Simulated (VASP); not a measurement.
# ScTl2PtN3 (P3m1) in VASP: a series of runs, part 2 of 2

VASP 6.6.1. The steps go on from the part before.

## 3. Relaxation of cell and atoms, PBE

This run uses another cell than the first one, of 17.72 Å³/atom, 1.120 times its volume.

INCAR reads:

```
PREC = Accurate
ENCUT = 600
EDIFF = 1E-6
ISMEAR = 0
SIGMA = 0.15
LREAL = F
LASPH = T
NELM = 80
ALGO = Normal
ISIF = 3
LWAVE = F
LCHARG = F
GGA = PE
IBRION = 2
NSW = 36
EDIFFG = -0.08
```

KPOINTS reads:

```
regular mesh
0
Gamma
  4 4 1
```

POSCAR reads:

```
ScTl2PtN3
1.0
    3.3000000000      0.0000000000      0.0000000000
   -1.6500000000      2.8578838300      0.0000000000
    0.0000000000      0.0000000000     13.1500000000
Sc Tl Pt N
1 2 1 3
Direct
    0.0000000000      0.0000000000      0.4100000000
    0.3333333300      0.6666666700      0.8200000000
    0.6666666700      0.3333333300      0.1800000000
    0.3333333300      0.6666666700      0.5900000000
    0.3333333300      0.6666666700      0.3200000000
    0.6666666700      0.3333333300      0.5000000000
    0.0000000000      0.0000000000      0.6800000000
```

Potentials or basis: VASP PAW PBE potentials, release 64 (Sc_sv, Tl_d, Pt, N).

Launch:

```bash
> cat potpaw_PBE.64/Sc_sv/POTCAR potpaw_PBE.64/Tl_d/POTCAR potpaw_PBE.64/Pt/POTCAR potpaw_PBE.64/N/POTCAR > POTCAR
> mpirun -np 1 vasp_std > vasp.out
```

OUTCAR:

```text
PREC = Accurate
   ENCUT = 600
   EDIFF = 1E-6
   ISMEAR = 0
   LREAL = F
   LASPH = T
   NELM = 80
   ISIF = 3
   GGA = PE
   IBRION = 2
   NSW = 36
   EDIFFG = -0.08

 ion  position               nearest neighbor table
   1  0.000  0.000  0.410-   5 2.24   6 2.24   5 2.24   6 2.24   5 2.24   6 2.24   4 3.04   4 3.04
                             4 3.04   3 3.57   3 3.57   3 3.57
   2  0.333  0.667  0.820-   7 2.65   7 2.65   7 2.65   4 3.02
   3  0.667  0.333  0.180-   5 2.65   5 2.65   5 2.65   1 3.57   1 3.57   1 3.57
   4  0.333  0.667  0.590-   6 2.24   7 2.24   6 2.24   7 2.24   7 2.24   6 2.24   2 3.02   1 3.04
                             1 3.04   1 3.04
   5  0.333  0.667  0.320-   1 2.24   1 2.24   1 2.24   3 2.65   3 2.65   3 2.65
   6  0.667  0.333  0.500-   4 2.24   1 2.24   4 2.24   1 2.24   1 2.24   4 2.24
   7  0.000  0.000  0.680-   4 2.24   4 2.24   4 2.24   2 2.65   2 2.65   2 2.65

  LATTYP: Found a hexagonal cell.
 ALAT       =     3.3000000000
 C/A-ratio  =     3.9848484848

  Lattice vectors:

 A1 = (   3.3000000000,   0.0000000000,   0.0000000000)
 A2 = (  -1.6500000000,   2.8578838300,   0.0000000000)
 A3 = (   0.0000000000,   0.0000000000,  13.1500000000)

Analysis of symmetry for initial positions (statically):
=====================================================================
 Subroutine PRICEL returns:
 Original cell was already a primitive cell.

 Routine SETGRP: Setting up the symmetry group for a
 hexagonal supercell.

 Subroutine GETGRP returns: Found  6 space group operations
 (whereof  6 operations were pure point group operations)
 out of a pool of 24 trial point group operations.

The static configuration has the point symmetry C_3v.

Analysis of symmetry for dynamics (positions and initial velocities):
=====================================================================
 Subroutine PRICEL returns:
 Original cell was already a primitive cell.

 Routine SETGRP: Setting up the symmetry group for a
 hexagonal supercell.

[... 116 lines left out ...]
  Thomas-Fermi vector in A             =   2.430576
   LORBIT       =      0    0 simple, 1 ext, 2 COOP (PROOUT), +10 PAW based schemes
   GGA     = PE    functional components
   LHFCALC =     F    Hartree Fock is set to
   AEXX    =    0.0000 exact exchange contribution
   IVDW    =     0    specifies the selected vdW correction
   LEPSILON=     F    determine dielectric tensor
   LRPA    =     F    only Hartree local field effects (RPA)
 conjugate gradient relaxation of ions
 non-spin polarized calculation
 Gauss-broadening in eV      SIGMA  =   0.15
  energy-cutoff  :      600.00
  volume of cell :      124.02
 maximum number of plane-waves:      4157
 NGX is ok and might be reduce to    28
   NGX = 13   NGY = 13   NGZ = 53

--------------------------------------- Ionic step        1  -------------------------------------------

 number of electron      62.0000002 magnetization

 Free energy of the ion-electron system (eV)
  ---------------------------------------------------
  ext. energy  EPLUGINS =         0.00000000
  ---------------------------------------------------
  free energy    TOTEN  =       -41.64853200 eV

  energy without entropy =      -41.64104023  energy(sigma->0) =      -41.64478612

------------------------ aborting loop because EDIFF is reached ----------------------------------------

  FORCE on cell =-STRESS in cart. coord.  units (eV):
  Direction    XX          YY          ZZ          XY          YZ          ZX
  --------------------------------------------------------------------------------------
  -------------------------------------------------------------------------------------
  Total       -1.5317329     -1.5317329     -4.8882729      0.0000000      0.0000000      0.0000000
  in kB      -19.7883404    -19.7883403    -63.1512224      0.0000000      0.0000000      0.0000000
  external PRESSURE =     -34.2426344 kB  Pullay stress =       0.0000000 kB
[... 104 lines left out ...]
  FREE ENERGIE OF THE ION-ELECTRON SYSTEM (eV)
  ---------------------------------------------------
  free  energy   TOTEN  =       -42.1007895818 eV

  energy  without entropy=      -42.0992330131  energy(sigma->0) =      -42.10001130

[... ionic steps 4 to 29 ...]

--------------------------------------- Ionic step       30  -------------------------------------------

 number of electron      62.0000001 magnetization

------------------------ aborting loop because EDIFF is reached ----------------------------------------
[... 77 lines left out ...]
--------------------------------------- Ionic step       32  -------------------------------------------

 number of electron      62.0000002 magnetization

 Free energy of the ion-electron system (eV)
  ---------------------------------------------------
  ext. energy  EPLUGINS =         0.00000000
  ---------------------------------------------------
  free energy    TOTEN  =       -42.28033186 eV

  energy without entropy =      -42.27806986  energy(sigma->0) =      -42.27920086

 E-fermi :   6.6950     XC(G=0): -11.1550

 val. band max:        6.4227236722   @ k =   0.2500   0.0000   0.0000
 cond. band min:       6.9406718655   @ k =   0.5000   0.0000   0.0000
 fundamental gap:      0.5179481933
 Fermi energy:         6.6949696084

 k-point     1 :       0.0000    0.0000    0.0000
  band No.  band energies     occupation
      1     -41.9065      2.00000
      2     -20.7129      2.00000
      3     -20.3692      2.00000
      4     -20.3692      2.00000
      5      -9.2121      2.00000
      6      -7.1428      2.00000
[... 183 lines left out ...]
  FREE ENERGIE OF THE ION-ELECTRON SYSTEM (eV)
  ---------------------------------------------------
  free  energy   TOTEN  =       -42.2803318635 eV

  energy  without entropy=      -42.2780698628  energy(sigma->0) =      -42.27920086

 reached required accuracy - stopping structural energy minimisation
```

OSZICAR:

```text
N       E                     dE             d eps       ncg     rms          rms(c)
DAV:   1     0.756007312095E+03    0.75601E+03   -0.33216E+04   296   0.187E+03
DAV:   2     0.535491698398E+02   -0.70246E+03   -0.68825E+03   304   0.505E+02
DAV:   3    -0.469818536745E+02   -0.10053E+03   -0.96015E+02   417   0.159E+02
[... 316 lines left out ...]
DAV:   2    -0.422804724900E+02   -0.93767E-04   -0.65529E-03   384   0.613E-01    0.804E-02
DAV:   3    -0.422803708045E+02    0.10169E-03   -0.31446E-04   384   0.136E-01    0.406E-02
DAV:   4    -0.422803333805E+02    0.37424E-04   -0.89380E-05   358   0.722E-02    0.190E-02
DAV:   5    -0.422803315730E+02    0.18076E-05   -0.15708E-05   408   0.286E-02    0.821E-03
DAV:   6    -0.422803318635E+02   -0.29058E-06   -0.23948E-06   259   0.113E-02
  32 F= -.42280332E+02 E0= -.42279201E+02  d E =-.587418E-03
```

CONTCAR:

```text
ScTl2PtN3
   1.00000000000000
     3.3050291696314713   -0.0000000000000000   -0.0000000000000000
    -1.6525145848157357    2.8622392186559442   -0.0000000000000001
     0.0000000000000000    0.0000000000000002   11.6561795913136113
  Sc              Tl              Pt              N
     1     2     1     3
Direct
     0.0000000000000000    0.0000000000000000    0.3933033562360960
     0.3333333300000021    0.6666666699999979    0.8576370769965709
     0.6666666699999979    0.3333333300000021    0.1542513451517936
     0.3333333300000021    0.6666666699999979    0.5987567893068230
     0.3333333300000021    0.6666666699999979    0.3031422080099150
     0.6666666699999979    0.3333333300000021    0.5105419473624168
     0.0000000000000000    0.0000000000000000    0.6823672769363849

  0.00000000E+00  0.00000000E+00  0.00000000E+00
  0.00000000E+00  0.00000000E+00  0.00000000E+00
  0.00000000E+00  0.00000000E+00  0.00000000E+00
  0.00000000E+00  0.00000000E+00  0.00000000E+00
  0.00000000E+00  0.00000000E+00  0.00000000E+00
  0.00000000E+00  0.00000000E+00  0.00000000E+00
  0.00000000E+00  0.00000000E+00  0.00000000E+00
```

Wall time 6.8 min (1 thread of AMD EPYC 9R45 (Zen 5), shared host); peak memory 0.28 GiB.

What came out:

| Item | Value |
| --- | --- |
| Free energy | -42.2803 eV |
| Relaxed volume | 15.75 Å³/atom |
| Relaxed cell | a = 3.305 Å, b = 3.305 Å, c = 11.656 Å, α = 90.00°, β = 90.00°, γ = 120.00° |
| Space group after relaxing (to 0.05 Å) | P3m1 (No. 156) |
| Energy gained by relaxing | 90.3 meV/atom |
| Ionic steps | 32 |
| Pressure after relaxing | 0.0 GPa |
| Largest force after relaxing | 0.046 eV/Å |
| Band gap on the k mesh | 0.52 eV, indirect (least direct gap 1.38 eV) |

Forces on the atoms (eV/Å):
```
Sc   0.000  0.000  0.046
Tl   0.000  0.000 -0.010
Tl   0.000  0.000 -0.042
Pt   0.000  0.000 -0.005
N    0.000  0.000  0.005
N    0.000  0.000  0.017
N    0.000  0.000 -0.011
```

Stress tensor (GPa, compression positive):
```
 0.07  0.00  0.00
 0.00  0.07  0.00
 0.00  0.00 -0.08
```

The path:
```tsv
step	energy change (eV)	largest force (eV/Å)	pressure (GPa)	volume (Å³)
1	0.0000	2.2937	-3.42	124.02
2	-0.4523	0.8047	3.33	117.32
3	-0.4523	0.8052	3.34	117.33
4	-0.5296	0.4135	-1.05	121.82
5	-0.5323	0.3335	-0.44	121.09
6	-0.5429	0.1195	-0.11	120.68
7	-0.5440	0.1166	0.05	120.49
8	-0.5455	0.0972	-0.15	120.54
9	-0.5468	0.0972	-0.56	120.65
10	-0.5475	0.0952	-0.50	120.52
11	-0.5492	0.1152	-0.31	120.11
12	-0.5510	0.2101	0.11	119.31
13	-0.5512	0.2517	0.28	118.97
14	-0.5526	0.2500	0.27	118.80
15	-0.5568	0.2459	0.22	118.32
16	-0.5644	0.2421	0.14	117.34
17	-0.5767	0.4413	0.07	115.37
18	-0.5776	0.8301	0.31	111.39
19	-0.5820	0.6286	0.18	113.42
20	-0.5852	0.5986	0.11	113.20
21	-0.5935	0.5090	-0.02	112.53
22	-0.6033	0.3313	-0.22	111.19
23	-0.6039	0.2501	-0.28	110.57
24	-0.6090	0.2075	-0.13	110.45
25	-0.6192	0.2304	0.32	110.09
26	-0.6167	0.2817	1.30	109.35
27	-0.6219	0.2528	0.74	109.78
28	-0.6266	0.1352	0.01	110.34
29	-0.6275	0.1217	-0.48	110.73
30	-0.6302	0.0816	-0.26	110.53
31	-0.6312	0.0926	-0.02	110.32
32	-0.6318	0.0461	0.02	110.26
```

Final structure:
```yaml
crystal:
  lattice:
    - [3.30503, 0.00000, 0.00000]
    - [-1.65251, 2.86224, 0.00000]
    - [0.00000, 0.00000, 11.65618]
  atoms:
    - { symbol: Sc, position: [0.00000, 0.00000, 0.39330] }
    - { symbol: Tl, position: [0.33333, 0.66667, 0.85764] }
    - { symbol: Tl, position: [0.66667, 0.33333, 0.15425] }
    - { symbol: Pt, position: [0.33333, 0.66667, 0.59876] }
    - { symbol: N, position: [0.33333, 0.66667, 0.30314] }
    - { symbol: N, position: [0.66667, 0.33333, 0.51054] }
    - { symbol: N, position: [0.00000, 0.00000, 0.68237] }
```

Caveat: the k points lie up to 0.55 Å⁻¹ apart in the final cell; spin-orbit coupling is left out, which moves the levels of the heavy elements; the relaxation stopped at a loose force limit of 0.08 eV/Å, so its end isn't a converged minimum. A k mesh can miss the band edges.

## 4. Single point, PBE

This run uses another cell than the first one, of 15.93 Å³/atom, 1.007 times its volume.

INCAR reads:

```
SYSTEM = ScTl2PtN3
PREC = Accurate
ENCUT = 520
EDIFF = 1E-6
ISMEAR = 0
SIGMA = 0.2
LREAL = .False.
LASPH = .True.
NELM = 60
ALGO = Normal
ISIF = 2
LWAVE = .False.
LCHARG = .False.
GGA = PE
NBANDS = 40
```

KPOINTS reads:

```
regular mesh
0
Gamma
  6 6 2
  0 0 0
```

POSCAR reads:

```
ScTl2PtN3
1.0
    3.3003233730      0.0000000000      0.0000000000
   -1.6501616865      2.8581638817      0.0000000000
    0.0000000000      0.0000000000     11.8204094149
Sc Tl Pt N
1 2 1 3
Direct
    0.0000000000      0.0000000000      0.3924246262
    0.3333333333      0.6666666667      0.8538800596
    0.6666666667      0.3333333333      0.1560913875
    0.3333333333      0.6666666667      0.5992523232
    0.3333333333      0.6666666667      0.3057859831
    0.6666666667      0.3333333333      0.5121605100
    0.0000000000      0.0000000000      0.6804051104
```

Launch:

```bash
> cat potpaw_PBE.64/Sc_sv/POTCAR potpaw_PBE.64/Tl_d/POTCAR potpaw_PBE.64/Pt/POTCAR potpaw_PBE.64/N/POTCAR > POTCAR
> mpirun -np 1 vasp_std > vasp.out
```

It took 51 s on 1 thread of AMD EPYC 9R45 (Zen 5), shared host; peak memory 0.25 GiB.

It converged, with:

* Free energy: -42.1425 eV
* Pressure: 0.3 GPa
* Largest force: 0.089 eV/Å

Forces in eV/Å, atoms in the order of the input:
```
Sc   0.000  0.000  0.008
Tl   0.000  0.000  0.086
Tl   0.000  0.000 -0.035
Pt   0.000  0.000 -0.078
N    0.000  0.000 -0.031
N    0.000  0.000  0.089
N    0.000  0.000 -0.040
```

Stress tensor (GPa, compression positive):
```
0.11 0.00 0.00
0.00 0.11 0.00
0.00 0.00 0.56
```

Levels at points of the mesh, in eV from the Fermi level:
```tsv
k point	band 27	band 28	band 29	band 30	band 31	band 32	band 33	band 34	band 35	band 36
(0.00, 0.00, 0.00)	-2.09	-0.93	-0.82	-0.82	-0.69	1.70	3.03	3.03	3.36	3.36
(0.50, 0.00, 0.00)	-2.46	-2.33	-2.10	-1.44	-1.12	0.19	1.27	2.18	2.69	2.88
(0.00, 0.00, 0.50)	-2.09	-1.64	-0.82	-0.82	-0.78	2.19	3.03	3.03	3.36	3.36
(0.50, 0.00, 0.50)	-2.46	-2.41	-1.97	-1.43	-0.95	-0.02	1.36	2.25	2.69	2.84
```

Caveat: the k points lie up to 0.37 Å⁻¹ apart; spin-orbit coupling is left out, which moves the levels of the heavy elements.

## 5. The runs side by side

| task | cell | k mesh | cutoff (eV) | smearing | gap on the mesh (eV) | pressure (GPa) | largest force (eV/Å) |
| --- | --- | --- | --- | --- | --- | --- | --- |
| single point | a = 3.306, b = 3.306, c = 11.704 Å, angles 90.0, 90.0, 120.0°, 7 atoms | 4 × 4 × 1 | 520 | gaussian 0.15 eV | 0.51 | 0.0 | 0.08 |
| relaxation of cell and atoms | relaxed from a = 3.300, b = 3.300, c = 13.150 Å, angles 90.0, 90.0, 120.0°, 7 atoms | 4 × 4 × 1 | 600 | gaussian 0.15 eV | 0.52 | 0.0 | 0.05 |
| single point | a = 3.300, b = 3.300, c = 11.820 Å, angles 90.0, 90.0, 120.0°, 7 atoms | 6 × 6 × 2 | 520 | gaussian 0.2 eV | - | 0.3 | 0.09 |

Alike in all rows: level PBE; potentials or basis VASP PAW PBE potentials, release 64 (Sc_sv, Tl_d, Pt, N); no spin polarisation.

Caveats: all runs use coarse meshes; spin-orbit coupling is left out, which moves the levels of the heavy elements; the relaxation stopped at a loose force limit of 0.08 eV/Å, so its end isn't a converged minimum (some runs).

Absolute energies hang on the potentials; compare differences alone.
